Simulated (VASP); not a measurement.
# Si16C15 (a cell with a defect) in VASP: notebook, part 2 of 3

VASP 6.6.1. Earlier steps stand in the parts before.

### Step 3. Single point, PBE (atoms taken out, then relaxed in part)

INCAR reads:

```
SYSTEM = Si16C15
ALGO = Normal
EDIFF = 1E-6
ENCUT = 520
GGA = PE
ISIF = 2
ISMEAR = 0
LASPH = .True.
LCHARG = .True.
LELF = .True.
LREAL = Auto
LVHAR = .True.
LWAVE = .False.
NBANDS = 83
NELECT = 122.0
NELM = 100
PREC = Accurate
SIGMA = 0.01
```

KPOINTS reads:

```
Automatic mesh
0
Gamma
  2 2 2
  0.5 0.5 0.5
```

POSCAR reads:

```
Si16C15
1.0
    4.3797259441      4.3797259441      4.3797259441
   -4.3797259441     -4.3797259441      4.3797259441
    4.3797259441     -4.3797259441     -4.3797259441
Si C
16 15
Direct
    0.2500000000      0.2500000000      0.7660471768
    0.5006633218      0.0013942584      0.7506633218
    0.2500000000      0.5160471768      0.5000000000
    0.5160471768      0.2500000000      0.5000000000
    0.7507309366     -0.0006633218      0.5000000000
    0.7492690634      0.7492690634      0.7486057416
    0.0013942584      0.5006633218      0.7506633218
    0.2500000000     -0.0006633218      0.0007309366
    0.2500000000      0.7507309366      0.2493366782
    0.5006633218      0.5006633218      0.2513942584
    0.7507309366      0.2500000000      0.2493366782
   -0.0160471768     -0.0160471768      0.2339528232
   -0.0006633218      0.7507309366      0.5000000000
    0.4986057416      0.7492690634     -0.0007309366
    0.7492690634      0.4986057416     -0.0007309366
   -0.0006633218      0.2500000000      0.0007309366
    0.4980694848     -0.0006933152      0.5000000000
    0.2500000000      0.4980694848      0.2493066848
    0.4980694848      0.2500000000      0.2493066848
    0.7512372000      0.0019305152      0.2519305152
    0.7500000000      0.7500000000      0.5000000000
   -0.0006933152      0.4980694848      0.5000000000
    0.2500000000      0.9993066848      0.7480694848
    0.2500000000      0.7500000000      0.0000000000
    0.5006933152      0.5006933152     -0.0012372000
    0.7500000000      0.2500000000      0.0000000000
    0.0019305152      0.0019305152      0.0012372000
    0.0019305152      0.7512372000      0.2519305152
    0.5006933152      0.7487628000      0.7506933152
    0.7487628000      0.5006933152      0.7506933152
   -0.0006933152      0.2500000000      0.7480694848
```

Potentials or basis: VASP PAW PBE potentials, release 64 (Si, C).

Started as:

```
cat potpaw_PBE.64/Si/POTCAR potpaw_PBE.64/C/POTCAR > POTCAR
mpirun -np 1 vasp_std > vasp.out
```

OUTCAR:

```text
SYSTEM = Si16C15
   EDIFF = 1E-6
   ENCUT = 520
   GGA = PE
   ISIF = 2
   ISMEAR = 0
   LASPH = .True.
   LREAL = Auto
   NELECT = 122.0
   NELM = 100
   PREC = Accurate

 ion  position               nearest neighbor table
   1  0.250  0.250  0.766-  23 1.86  31 1.86  25 1.86  10 3.01  16 3.01   8 3.01   5 3.09  13 3.09
                            14 3.09  15 3.09   7 3.09   2 3.09
   2  0.501  0.001  0.751-  26 1.89  23 1.89  17 1.89  29 1.92   3 3.01  15 3.08  16 3.09  11 3.09
                             4 3.09   1 3.09   5 3.10  14 3.10   6 3.10   8 3.10   9 3.11  13 3.11
   3  0.250  0.516  0.500-  18 1.86  22 1.86  29 1.86  13 3.01   2 3.01   9 3.01   7 3.09   6 3.09
                            10 3.09  11 3.09  16 3.09  14 3.09
   4  0.516  0.250  0.500-  19 1.86  17 1.86  30 1.86   5 3.01  11 3.01   7 3.01   6 3.09   2 3.09
                             9 3.09  10 3.09  15 3.09   8 3.09
   5  0.751  0.999  0.500-  21 1.89  20 1.89  31 1.89  17 1.92   4 3.01  13 3.08  10 3.09   6 3.09
                             1 3.09  12 3.09   2 3.10  16 3.10  14 3.10   9 3.10   7 3.11  11 3.11
   6  0.749  0.749  0.749-  21 1.89  29 1.89  30 1.89  27 1.92  12 3.01  10 3.08   5 3.09  13 3.09
                             3 3.09   4 3.09   7 3.10   2 3.10   8 3.10  16 3.10  14 3.11  15 3.11
   7  0.001  0.501  0.751-  24 1.89  22 1.89  31 1.89  30 1.92   4 3.01  14 3.08   8 3.09   9 3.09
                             3 3.09   1 3.09  13 3.10   6 3.10  15 3.10  16 3.10  11 3.11   5 3.11
   8  0.250  0.999  0.001-  24 1.89  19 1.89  27 1.89  23 1.92   1 3.01   9 3.08   7 3.09  14 3.09
                            12 3.09   4 3.09  11 3.10   2 3.10  13 3.10   6 3.10  10 3.11  16 3.11
   9  0.250  0.751  0.249-  24 1.89  28 1.89  17 1.89  18 1.92   3 3.01   8 3.08   7 3.09  14 3.09
[... 16 lines left out ...]
  18  0.250  0.498  0.249-   3 1.86  10 1.89  16 1.89   9 1.92
  19  0.498  0.250  0.249-   4 1.86   8 1.89  10 1.89  11 1.92
  20  0.751  0.002  0.252-  12 1.86   5 1.89  11 1.89  14 1.92
  21  0.750  0.750  0.500-   5 1.89   6 1.89  10 1.89  13 1.89
  22  0.999  0.498  0.500-   3 1.86   7 1.89  11 1.89  13 1.92
  23  0.250  0.999  0.748-   1 1.86   2 1.89  13 1.89   8 1.92
  24  0.250  0.750  0.000-   7 1.89   8 1.89   9 1.89  14 1.89
  25  0.501  0.501  0.999-   1 1.86  14 1.89  15 1.89  10 1.92
  26  0.750  0.250  0.000-   2 1.89  11 1.89  15 1.89  16 1.89
  27  0.002  0.002  0.001-  12 1.86   8 1.89  16 1.89   6 1.92
  28  0.002  0.751  0.252-  12 1.86  13 1.89   9 1.89  15 1.92
  29  0.501  0.749  0.751-   3 1.86   6 1.89  14 1.89   2 1.92
  30  0.749  0.501  0.751-   4 1.86   6 1.89  15 1.89   7 1.92
  31  0.999  0.250  0.748-   1 1.86   5 1.89   7 1.89  16 1.92

  LATTYP: Found a body centered cubic cell.
 ALAT       =     8.7594518882

  Lattice vectors:

 A1 = (   4.3797259441,   4.3797259441,   4.3797259441)
 A2 = (  -4.3797259441,  -4.3797259441,   4.3797259441)
 A3 = (   4.3797259441,  -4.3797259441,  -4.3797259441)

Analysis of symmetry for initial positions (statically):
=====================================================================
 Subroutine PRICEL returns:
 Original cell was already a primitive cell.

 Routine SETGRP: Setting up the symmetry group for a
 body centered cubic supercell.

 Subroutine GETGRP returns: Found 24 space group operations
 (whereof  2 operations were pure point group operations)
 out of a pool of 48 trial point group operations.

The static configuration has the point symmetry C_1h.
 The point group associated with its full space group is T_d .

Analysis of symmetry for dynamics (positions and initial velocities):
=====================================================================
 Subroutine PRICEL returns:
 Original cell was already a primitive cell.

 Routine SETGRP: Setting up the symmetry group for a
 body centered cubic supercell.

 Subroutine GETGRP returns: Found 24 space group operations
 (whereof  2 operations were pure point group operations)
[... 128 lines left out ...]
 SYSTEM =  Si16C15
   PREC   = accura    normal or accurate (medium, high low for compatibility)
   ISTART =      0    job   : 0-new  1-cont  2-samecut
   ICHARG =      2    charge: 1-file 2-atom 10-const
   ISPIN  =      1    spin polarized calculation?
   LNONCOLLINEAR =      F non collinear calculations
   LSORBIT =      F    spin-orbit coupling
   LASPH  =      T    aspherical Exc in radial PAW
   ENCUT  =  520.0 eV  38.22 Ry    6.18 a.u.  14.10 14.10 14.10*2*pi/ulx,y,z
   NELM   =    100;   NELMIN=  2; NELMDL= -5     # of ELM steps
   EDIFF  = 0.1E-05   stopping-criterion for ELM
   LREAL  =      T    real-space projection
   EDIFFG = 0.1E-04   stopping-criterion for IOM
   NSW    =      0    number of steps for IOM
[... 5 lines left out ...]
   TEBEG  =    0.0;   TEEND  =   0.0 temperature during run
   PSTRESS=    0.0 pullay stress
   NELECT =     122.0000    total number of electrons
   NUPDOWN=      -1.0000    fix difference up-down
   EMIN   =  10.00;   EMAX   =-10.00  energy-range for DOS
   EFERMI =   0.00;   METHOD = LEGACY
   ISMEAR =     0;   SIGMA  =   0.01  broadening in eV -4-tet -1-fermi 0-gaus
   EFERMI_NEDOS =   21; number of points for ismear=-14 and -15
   IALGO  =     38    algorithm
   IMIX   =      4    mixing-type and parameters
     AMIX     =   0.40;   BMIX     =  1.00
     AMIX_MAG =   1.60;   BMIX_MAG =  1.00
  volume/ion in A,a.u.               =      10.84        73.15
  Fermi-wavevector in a.u.,A,eV,Ry     =   1.167870  2.206954 18.557263  1.363920
  Thomas-Fermi vector in A             =   2.304364
   LORBIT       =      0    0 simple, 1 ext, 2 COOP (PROOUT), +10 PAW based schemes
   GGA     = PE    functional components
   LHFCALC =     F    Hartree Fock is set to
   AEXX    =    0.0000 exact exchange contribution
   IVDW    =     0    specifies the selected vdW correction
   LEPSILON=     F    determine dielectric tensor
   LRPA    =     F    only Hartree local field effects (RPA)
 non-spin polarized calculation
 Gauss-broadening in eV      SIGMA  =   0.01
  energy-cutoff  :      520.00
  volume of cell :      336.05
 maximum number of plane-waves:      9092
   NGX = 29   NGY = 29   NGZ = 29

 number of electron     121.9999992 magnetization

 Free energy of the ion-electron system (eV)
  ---------------------------------------------------
  ext. energy  EPLUGINS =         0.00000000
  ---------------------------------------------------
  free energy    TOTEN  =      -246.13171881 eV

  energy without entropy =     -246.13171881  energy(sigma->0) =     -246.13171881

 E-fermi :   7.2894     XC(G=0): -11.1099

 val. band max:        7.2410382898   @ k =  -0.2500   0.2500   0.2500
 cond. band min:       9.5512767473   @ k =  -0.2500   0.2500   0.2500
 fundamental gap:      2.3102384575
 Fermi energy:         7.2893828474

 k-point     1 :       0.2500    0.2500    0.2500
  band No.  band energies     occupation
      1      -6.3494      2.00000
      2      -6.3494      2.00000
      3      -6.3494      2.00000
      4      -6.0053      2.00000
      5      -3.7174      2.00000
      6      -3.7174      2.00000
[... 65 lines left out ...]
     72      11.9210      0.00000
     73      11.9210      0.00000

 k-point     2 :      -0.2500    0.2500    0.2500
  band No.  band energies     occupation
      1      -7.0407      2.00000
      2      -5.6320      2.00000
      3      -5.6320      2.00000
      4      -5.5457      2.00000
      5      -5.2508      2.00000
      6      -4.4095      2.00000
[... 65 lines left out ...]
     72      13.0768      0.00000
     73      13.2533      0.00000
 [bands above 73 left out]

------------------------ aborting loop because EDIFF is reached ----------------------------------------

  FORCE on cell =-STRESS in cart. coord.  units (eV):
  Direction    XX          YY          ZZ          XY          YZ          ZX
  --------------------------------------------------------------------------------------
  -------------------------------------------------------------------------------------
  Total      -23.1169655    -23.1169655    -23.1169655      0.0000000      0.0000000      0.0000000
  in kB     -110.2149755   -110.2149755   -110.2149755      0.0000000      0.0000000      0.0000000
  external PRESSURE =    -110.2149755 kB  Pullay stress =       0.0000000 kB

 VOLUME and BASIS-vectors are now :
 -----------------------------------------------------------------------------
  energy-cutoff  :      520.00
  volume of cell :      336.05
      direct lattice vectors                 reciprocal lattice vectors
     4.379725944  4.379725944  4.379725944     0.114162394  0.000000000  0.114162394
    -4.379725944 -4.379725944  4.379725944     0.000000000 -0.114162394  0.114162394
     4.379725944 -4.379725944 -4.379725944     0.114162394 -0.114162394  0.000000000

 POSITION                                       TOTAL-FORCE (eV/Angst)
 -----------------------------------------------------------------------------------
      3.35508     -3.35508     -1.16521         0.005241     -0.005241     -0.005241
      5.47436     -1.10104     -1.08883        -0.001658      0.001486     -0.001486
      1.02465     -3.35508      1.16521        -0.005241     -0.005241      0.005241
      3.35508     -1.02465      1.16521         0.005241      0.005241      0.005241
      1.10104     -3.27869      5.47495        -0.001486     -0.001486      0.001658
      3.27869     -3.27869      3.28450         0.001486     -0.001486     -0.001658
[... 23 lines left out ...]
      4.37431     -2.20135      2.18444        -0.001078     -0.012099     -0.001078
      6.55810      0.00542      2.19528        -0.012099      0.001078      0.001078
 -----------------------------------------------------------------------------------
    total drift:                               -0.000006      0.000006     -0.000005

  FREE ENERGIE OF THE ION-ELECTRON SYSTEM (eV)
  ---------------------------------------------------
  free  energy   TOTEN  =      -246.1317188121 eV

  energy  without entropy=     -246.1317188121  energy(sigma->0) =     -246.13171881
```

Wall time 69 s (1 thread of AMD EPYC 9R45 (Zen 5), shared host); peak memory 0.36 GiB.

What came out:

- Free energy: -246.1317 eV
- Largest force: 0.012 eV/Å

Forces on the atoms (eV/Å):
```
Si   0.005 -0.005 -0.005
Si  -0.002  0.001 -0.001
Si  -0.005 -0.005  0.005
Si   0.005  0.005  0.005
Si  -0.001 -0.001  0.002
Si   0.001 -0.001 -0.002
Si  -0.001  0.002 -0.001
Si  -0.001 -0.002  0.001
Si   0.001 -0.002 -0.001
Si  -0.001  0.001 -0.002
Si   0.002 -0.001 -0.001
Si  -0.005  0.005 -0.005
Si   0.001  0.001  0.002
Si   0.001  0.002  0.001
Si  -0.002 -0.001  0.001
Si   0.002  0.001  0.001
C   -0.001 -0.001 -0.012
C    0.001  0.012 -0.001
C   -0.012 -0.001 -0.001
C    0.001 -0.012  0.001
C    0.000  0.000  0.000
C    0.001  0.001 -0.012
C   -0.001  0.012  0.001
C    0.000  0.000  0.000
C   -0.001  0.001  0.012
C    0.000  0.000  0.000
C    0.001 -0.001  0.012
C    0.012 -0.001  0.001
C    0.012  0.001 -0.001
C   -0.001 -0.012 -0.001
C   -0.012  0.001  0.001
```

Levels at points of the mesh, in eV from the Fermi level:
```
           k point  band 57  band 58  band 59  band 60  band 61  band 62  band 63  band 64  band 65  band 66
(0.25, 0.25, 0.25)    -0.22    -0.22    -0.19    -0.19    -0.19     2.78     2.78     2.78     4.25     4.25
```

Caveat: the cell carries a net charge on a neutralising background, which shifts energy and pressure; the cell differs from its parent crystal (atoms taken out, then relaxed in part); the cell is charged against a uniform background, so pressure and absolute levels hang on convention.

(Part 2 of 3 ends here.)
